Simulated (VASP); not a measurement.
# Ni (P6_3/mmc) in VASP: further runs

The runs below take Ni through single point, with PBE, LDA.

Everything below comes from runs of VASP 6.6.1. Logs are shortened: lines on timing, memory, paths and dates and some standing lists are left out, and cuts for length are marked.

## 1. The cell of the first run

It takes space group P6_3/mmc (No. 194, hexagonal). The conventional cell has a = 2.496 Å, b = 2.496 Å, c = 4.153 Å, α = 90.00°, β = 90.00°, γ = 120.00°. Within 3.3 Å of Ni (site symmetry -6m2) lie 12 Ni at 2.50 to 2.53 Å.

This isn't the form of Ni at room conditions, which is fcc.

## 2. Single point, PBE, collinear spin, ferromagnetic start

File INCAR:

```
SYSTEM = Ni
PREC = Accurate
ENCUT = 690
EDIFF = 1E-6
ISMEAR = -1
SIGMA = 0.05
LREAL = .FALSE.
LASPH = .TRUE.
NELM = 200
ALGO = Normal
ISIF = 2
LWAVE = .FALSE.
LCHARG = .TRUE.
ISPIN = 2
MAGMOM = 1 1
LORBIT = 11
LMAXMIX = 4
GGA = PE
LELF = .TRUE.
LVHAR = .TRUE.
NBANDS = 29
GGA_COMPAT = .FALSE.
```

File KPOINTS:

```
Automatic mesh
0
G
  12 12 7
  0 0 0
```

File POSCAR:

```
Ni
1.0
    2.4960355362      0.0000000000      0.0000000000
   -1.2480177681      2.1616301831      0.0000000000
    0.0000000000      0.0000000000      4.1526868216
Ni
2
Direct
    0.6666666667      0.3333333333      0.7500000000
    0.3333333333      0.6666666667      0.2500000000
```

Potentials or basis: VASP PAW PBE potentials, release 64 (Ni_sv_GW).

Command:

```sh
$ cat potpaw_PBE.64/Ni_sv_GW/POTCAR > POTCAR
$ mpirun -np 1 vasp_std > vasp.out
```

OUTCAR:

```text
SYSTEM = Ni
   PREC = Accurate
   ENCUT = 690
   EDIFF = 1E-6
   ISMEAR = -1
   LREAL = .FALSE.
   LASPH = .TRUE.
   NELM = 200
   ISIF = 2
   ISPIN = 2
   LORBIT = 11
   GGA = PE

 ion  position               nearest neighbor table
   1  0.667  0.333  0.750-   2 2.53   2 2.53   2 2.53   2 2.53   2 2.53   2 2.53
   2  0.333  0.667  0.250-   1 2.53   1 2.53   1 2.53   1 2.53   1 2.53   1 2.53

  LATTYP: Found a hexagonal cell.
 ALAT       =     2.4960355362
 C/A-ratio  =     1.6637130207

  Lattice vectors:

 A1 = (   2.4960355362,   0.0000000000,   0.0000000000)
 A2 = (  -1.2480177681,   2.1616301831,   0.0000000000)
 A3 = (   0.0000000000,   0.0000000000,   4.1526868216)

Analysis of symmetry for initial positions (statically):
=====================================================================
 Subroutine PRICEL returns:
 Original cell was already a primitive cell.

 Routine SETGRP: Setting up the symmetry group for a
 hexagonal supercell.

 Subroutine GETGRP returns: Found 24 space group operations
 (whereof 12 operations were pure point group operations)
 out of a pool of 24 trial point group operations.

The static configuration has the point symmetry D_3d.
 The point group associated with its full space group is D_6h.

Analysis of symmetry for dynamics (positions and initial velocities):
=====================================================================
 Subroutine PRICEL returns:
 Original cell was already a primitive cell.

 Routine SETGRP: Setting up the symmetry group for a
 hexagonal supercell.

 Subroutine GETGRP returns: Found 24 space group operations
 (whereof 12 operations were pure point group operations)
 out of a pool of 24 trial point group operations.

The dynamic configuration has the point symmetry D_3d.
 The point group associated with its full space group is D_6h.

Analysis of structural, dynamic, and magnetic symmetry:
=====================================================================
 Subroutine PRICEL returns:
 Original cell was already a primitive cell.

 Routine SETGRP: Setting up the symmetry group for a
 hexagonal supercell.

 Subroutine GETGRP returns: Found 24 space group operations
 (whereof 12 operations were pure point group operations)
 out of a pool of 24 trial point group operations.

The overall configuration has the point symmetry D_3d.
 The point group associated with its full space group is D_6h.

 Subroutine INISYM returns: Found 24 space group operations
[... 112 lines left out ...]
   ISMEAR =    -1;   SIGMA  =   0.05  broadening in eV -4-tet -1-fermi 0-gaus
   EFERMI_NEDOS =   21; number of points for ismear=-14 and -15
   IALGO  =     38    algorithm
   IMIX   =      4    mixing-type and parameters
     AMIX     =   0.40;   BMIX     =  1.00
     AMIX_MAG =   1.60;   BMIX_MAG =  1.00
  volume/ion in A,a.u.               =      11.20        75.60
  Fermi-wavevector in a.u.,A,eV,Ry     =   1.917440  3.623437 50.022879  3.676578
  Thomas-Fermi vector in A             =   2.952669
   LORBIT       =     11    0 simple, 1 ext, 2 COOP (PROOUT), +10 PAW based schemes
   GGA     = PE    functional components
   LHFCALC =     F    Hartree Fock is set to
   AEXX    =    0.0000 exact exchange contribution
   IVDW    =     0    specifies the selected vdW correction
   LEPSILON=     F    determine dielectric tensor
   LRPA    =     F    only Hartree local field effects (RPA)
 spin polarized calculation
  energy-cutoff  :      690.00
  volume of cell :       22.41
 maximum number of plane-waves:       942
 NGX is ok and might be reduce to    24
   NGX = 11   NGY = 11   NGZ = 17

 number of electron      36.0000017 magnetization       1.3414117

 Free energy of the ion-electron system (eV)
  ---------------------------------------------------
  ext. energy  EPLUGINS =         0.00000000
  ---------------------------------------------------
  free energy    TOTEN  =       -12.79992144 eV

  energy without entropy =      -12.76402508  energy(sigma->0) =      -12.78197326

 E-fermi :   7.5312     XC(G=0): -13.6859

 val. band max:        7.5259116402   @ k =   0.4167  -0.0000   0.1429
 cond. band min:       7.5313730260   @ k =   0.0833  -0.0000   0.1429
 fundamental gap:      0.0054613859
 Fermi energy:         7.5312441342

 spin component 1

 k-point     1 :       0.0000    0.0000    0.0000
  band No.  band energies     occupation
      1     -96.1410      1.00000
      2     -96.1146      1.00000
      3     -56.5686      1.00000
      4     -56.4477      1.00000
      5     -56.4477      1.00000
      6     -56.4217      1.00000
[... 757 lines left out ...]
     28      31.4298      0.00000
     29      34.4300      0.00000

 [... further k-points ...]

 spin component 2

 k-point     1 :       0.0000    0.0000    0.0000
  band No.  band energies     occupation
      1     -95.2528      1.00000
      2     -95.2256      1.00000
      3     -55.7256      1.00000
      4     -55.5719      1.00000
      5     -55.5719      1.00000
      6     -55.5450      1.00000
[... 757 lines left out ...]
     28      31.5287      0.00000
     29      34.4900      0.00000

 [... further k-points ...]
[... 5 lines left out ...]
  --------------------------------------------------------------------------------------
  -------------------------------------------------------------------------------------
  Total       -0.6172586     -0.6172586     -1.0694749     -0.0000000      0.0000000      0.0000000
  in kB      -44.1383833    -44.1383833    -76.4750589     -0.0000000      0.0000000      0.0000000
  external PRESSURE =     -54.9172752 kB  Pullay stress =       0.0000000 kB

 VOLUME and BASIS-vectors are now :
 -----------------------------------------------------------------------------
  energy-cutoff  :      690.00
  volume of cell :       22.41
      direct lattice vectors                 reciprocal lattice vectors
     2.496035536  0.000000000  0.000000000     0.400635322  0.231306911  0.000000000
    -1.248017768  2.161630183  0.000000000     0.000000000  0.462613822  0.000000000
     0.000000000  0.000000000  4.152686822     0.000000000  0.000000000  0.240807950

 POSITION                                       TOTAL-FORCE (eV/Angst)
 -----------------------------------------------------------------------------------
      1.24802      0.72054      3.11452        -0.000000      0.000000      0.000000
     -0.00000      1.44109      1.03817         0.000000     -0.000000     -0.000000
 -----------------------------------------------------------------------------------
    total drift:                               -0.000000      0.000000     -0.000000

  FREE ENERGIE OF THE ION-ELECTRON SYSTEM (eV)
  ---------------------------------------------------
  free  energy   TOTEN  =       -12.7999214352 eV

  energy  without entropy=      -12.7640250804  energy(sigma->0) =      -12.78197326

 total charge

# of ion       s       p       d       f       tot
--------------------------------------------------
    1        2.234   6.276   7.804   0.004  16.319
    2        2.234   6.276   7.804   0.004  16.319
--------------------------------------------------
tot          4.469  12.553  15.608   0.009  32.639

 magnetization (x)

# of ion       s       p       d       f       tot
--------------------------------------------------
    1       -0.000  -0.015   0.729  -0.000   0.713
    2       -0.000  -0.015   0.729  -0.000   0.713
--------------------------------------------------
tot         -0.001  -0.031   1.458  -0.000   1.426
```

Run time: 4.1 min. Hardware: 1 thread of Intel Xeon Platinum 8375C at 2.90GHz (Ice Lake), shared host; peak memory 0.25 GiB.

Results:

| Item | Value |
| --- | --- |
| Free energy | -12.7999 eV |
| Pressure | -5.5 GPa |
| Net moment | 1.34 μB per cell |
| Site moments | Ni +0.71 μB |
| Valence electrons inside the program's atomic spheres | Ni 16.32 |

Stress tensor (GPa, compression positive):
```
-4.41  0.00  0.00
 0.00 -4.41  0.00
 0.00  0.00 -7.65
```

Caveat: the cell stands under tension.

## 3. Single point, PBE, collinear spin, ferrimagnetic start

This run uses another cell than the first one, of 10.57 Å³/atom.

File INCAR:

```
ALGO     = Normal         # electronic algorithm
EDIFF    = 1E-6           # SCF threshold, eV
ENCUT    = 690            # plane-wave cutoff, eV
GGA      = PE             # functional
GGA_COMPAT= False        
ISIF     = 2              # what is computed and relaxed
ISMEAR   = -1             # smearing method
ISPIN    = 2              # spin polarisation
LASPH    = True           # aspherical terms in the spheres
LCHARG   = False          # write CHGCAR
LMAXMIX  = 4              # l up to which the mixer works
LORBIT   = 11             # projections on sites
LREAL    = False          # projectors in reciprocal space
LWAVE    = False          # write WAVECAR
MAGMOM   = 1 -0.5         # initial moments
NBANDS   = 29             # bands
NELM     = 200            # most SCF steps
PREC     = Accurate       # precision mode
SIGMA    = 0.05           # smearing width, eV
```

File KPOINTS:

```
k-points
0
Gamma
  12 12 7
```

File POSCAR:

```
Ni
1.0
    2.4480228978      0.0000000000      0.0000000000
   -1.2240114489      2.1200500186      0.0000000000
    0.0000000000      0.0000000000      4.0728075700
Ni
2
Direct
    0.6666666667      0.3333333333      0.7500000000
    0.3333333333      0.6666666667      0.2500000000
```

Potentials or basis: VASP PAW PBE potentials, release 64 (Ni_sv_GW).

Command:

```sh
$ cat potpaw_PBE.64/Ni_sv_GW/POTCAR > POTCAR
$ mpirun -np 1 vasp_std > vasp.out
```

It took 4.8 min on 1 thread of AMD EPYC 7R43 (Zen 3), shared host; peak memory 0.21 GiB.

The run converged. Its results:

| Item | Value |
| --- | --- |
| Free energy | -12.7882 eV |
| Pressure | 6.3 GPa |
| Net moment | 1.30 μB per cell |
| Site moments | Ni +0.69 μB |
| Valence electrons inside the program's atomic spheres | Ni 16.37 |

Stress tensor (GPa, compression positive):
```
7.59 0.00 0.00
0.00 7.59 0.00
0.00 0.00 3.74
```

Levels at points of the mesh, in eV from the Fermi level:
Spin up:
| k point | band 15 | band 16 | band 17 | band 18 | band 19 | band 20 | band 21 | band 22 | band 23 | band 24 |
| --- | --- | --- | --- | --- | --- | --- | --- | --- | --- | --- |
| (0.00, 0.00, 0.00) | -2.20 | -1.68 | -1.68 | -0.73 | -0.73 | -0.66 | 5.52 | 22.83 | 25.07 | 25.13 |
| (0.50, 0.00, 0.00) | -2.18 | -0.62 | -0.57 | -0.50 | 1.17 | 3.12 | 9.33 | 9.87 | 12.44 | 13.41 |
Spin down:
```
           k point  band 14  band 15  band 16  band 17  band 18  band 19  band 20  band 21
(0.00, 0.00, 0.00)    -1.47    -1.47    -1.00    -1.00    -0.72    -0.01    -0.01     5.97
(0.50, 0.00, 0.00)    -1.82    -1.48     0.17     0.20     0.32     1.68     3.51     9.45
```

Caveat: the cell stands under pressure.

## 4. Single point, LDA, collinear spin, ferromagnetic start

This run uses another cell than the first one, of 9.93 Å³/atom.

File INCAR:

```
PREC = Accurate
ENCUT = 690
EDIFF = 1E-6
ISMEAR = -1
SIGMA = 0.05
LREAL = False
LASPH = True
NELM = 200
ALGO = Normal
ISIF = 2
LWAVE = False
LCHARG = False
ISPIN = 2
MAGMOM = 1 1
LORBIT = 11
LMAXMIX = 4
NBANDS = 29
GGA_COMPAT = False
```

File KPOINTS:

```
Automatic mesh
0
Gamma
  12 12 7
```

File POSCAR:

```
Ni
1.0
    2.3980492245      0.0000000000      0.0000000000
   -1.1990246123      2.0767715480      0.0000000000
    0.0000000000      0.0000000000      3.9896657190
Ni
2
Direct
    0.6666666667      0.3333333333      0.7500000000
    0.3333333333      0.6666666667      0.2500000000
```

Potentials or basis: VASP PAW LDA potentials, release 64 (Ni_sv_GW).

Command:

```sh
$ cat potpaw_LDA.64/Ni_sv_GW/POTCAR > POTCAR
$ mpirun -np 1 vasp_std > vasp.out
```

Run time: 93 s. Hardware: 1 thread of Intel Xeon Platinum 8375C at 2.90GHz (Ice Lake), shared host; peak memory 0.23 GiB.

The run converged. Its results:

```yaml
Free_energy: -14.8667 eV
Pressure: 2.5 GPa
Net_moment: 1.12 μB per cell
Site_moments: Ni +0.58 μB
Valence_electrons_inside_the_program's_atomic_spheres: Ni 16.45
```

Stress tensor (GPa, compression positive):
```
 3.80  0.00  0.00
 0.00  3.80  0.00
 0.00  0.00 -0.10
```

Levels at points of the mesh, in eV from the Fermi level:
Spin up:
| k point | band 16 | band 17 | band 18 | band 19 | band 20 | band 21 | band 22 | band 23 |
| --- | --- | --- | --- | --- | --- | --- | --- | --- |
| (0.00, 0.00, 0.00) | -1.66 | -1.66 | -0.72 | -0.61 | -0.61 | 6.08 | 23.45 | 25.79 |
| (0.50, 0.00, 0.00) | -0.45 | -0.42 | -0.32 | 1.38 | 3.45 | 9.79 | 10.40 | 13.08 |
Spin down:
| k point | band 16 | band 17 | band 18 | band 19 | band 20 | band 21 |
| --- | --- | --- | --- | --- | --- | --- |
| (0.00, 0.00, 0.00) | -1.10 | -1.10 | -0.69 | -0.02 | -0.02 | 6.44 |
| (0.50, 0.00, 0.00) | 0.17 | 0.18 | 0.31 | 1.80 | 3.79 | 9.96 |

## 5. The runs side by side

```tsv
level	potentials or basis	spin	cell	gap on the mesh (eV)	pressure (GPa)	moment (μB)
PBE	VASP PAW PBE potentials, release 64 (Ni_sv_GW)	collinear, ferromagnetic start	a = 2.496, b = 2.496, c = 4.153 Å, angles 90.0, 90.0, 120.0°, 2 atoms	none	-5.5	1.34
PBE	VASP PAW PBE potentials, release 64 (Ni_sv_GW)	collinear, ferrimagnetic start	a = 2.448, b = 2.448, c = 4.073 Å, angles 90.0, 90.0, 120.0°, 2 atoms	none	6.3	1.30
LDA	VASP PAW LDA potentials, release 64 (Ni_sv_GW)	collinear, ferromagnetic start	a = 2.398, b = 2.398, c = 3.990 Å, angles 90.0, 90.0, 120.0°, 2 atoms	none	2.5	1.12
```

Alike in all rows: task single point; k mesh 12 × 12 × 7; cutoff (eV) 690; smearing fermi-dirac 0.05 eV.

Caveats: the cell stands under tension (at least some runs); the cell stands under pressure (at least some runs).

Total energies depend on the potentials used, so only differences within one code and one set of settings carry meaning.
